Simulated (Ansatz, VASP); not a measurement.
**One calculation of ZnS, two programs**

```
Zn S
1.0
     0.00000    2.70200    2.70200
     2.70200    0.00000    2.70200
     2.70200    2.70200    0.00000
Zn S
1 1
Direct
  0.75000 0.75000 0.75000
  0.00000 0.00000 0.00000
```

Alike in both runs: task relaxation of cell and atoms; functional revPBE; dispersion D3(BJ); k mesh 9 × 9 × 9; occupations fermi-dirac, width 0.05 eV; no spin polarisation.

|  | VASP | Ansatz |
| --- | --- | --- |
| version | VASP 6.6.1 | Ansatz 0.2.0 |
| potentials or method | VASP PAW PBE potentials, release 64 (Zn, S), cutoff 600 eV | all-electron LAPW, scalar-relativistic |

|  | VASP | Ansatz | Ansatz less VASP |
| --- | --- | --- | --- |
| relaxed volume (Å³/atom) | 19.19 | 19.15 | -0.040 |
| relaxed length of the cell vector where the two differ most in proportion (Å) | 3.786 | 3.784 | -0.0026 |

VASP's potentials were made for PBE, not for revPBE. Ansatz ran all-electron here, and VASP with PAW potentials.
